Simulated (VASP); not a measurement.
Set up this calculation in VASP 6.6.1, as the native input.

| Quantity | Value |
| --- | --- |
| Task | single point |
| Functional | PBEsol |
| Potentials or basis | VASP PAW PBE potentials, release 64 (Li_sv, F) |
| Cutoff | 520 eV |
| k mesh | 9 × 9 × 6 |
| Occupations | gaussian, width 0.05 eV |
| Spin | no spin polarisation |
| Dipole correction | no |
| Further INCAR settings | ALGO = Normal; EDIFF = 1e-06; NBANDS = 18 |

The structure of LiF lies in POSCAR:

```
LiF
1.0
    3.3058150029      0.0000000000      0.0000000000
   -1.6529075014      2.8629197727      0.0000000000
    0.0000000000      0.0000000000      4.4227386044
Li F
2 2
Direct
    0.3333333333      0.6666666667      0.3811542600
    0.6666666667      0.3333333333      0.8811542600
    0.3333333333      0.6666666667      0.9938437400
    0.6666666667      0.3333333333      0.4938437400
```

This cell differs from its parent crystal: strain +0.080 along x and y, -0.080 along z.

The input as run:

INCAR

```
SYSTEM = LiF
PREC = Accurate
ENCUT = 520
EDIFF = 1E-6
ISMEAR = 0
SIGMA = 0.05
LREAL = .False.
LASPH = .True.
NELM = 100
ALGO = Normal
ISIF = 2
LWAVE = .False.
LCHARG = .False.
GGA = PS
NBANDS = 18
```

KPOINTS

```
Automatic mesh
0
Gamma
  9 9 6
  0 0 0
```

Potentials or basis: VASP PAW PBE potentials, release 64 (Li_sv, F).

Launch:

```sh
$ cat potpaw_PBE.64/Li_sv/POTCAR potpaw_PBE.64/F/POTCAR > POTCAR
$ mpirun -np 1 vasp_std > vasp.out
```

Results of the run:

The largest force is 0.864 eV/Å and the band gap on the k mesh is 7.26 eV, direct.

Caveat: the cell differs from its parent crystal (strain +0.080 along x and y, -0.080 along z); the PAW data sets were made with another functional, which shifts forces and pressure a little.

It took 16 s on 1 thread of Intel(R) Xeon(R) 6975P-C (Granite Rapids) (shared host), peak memory 0.17 GiB.
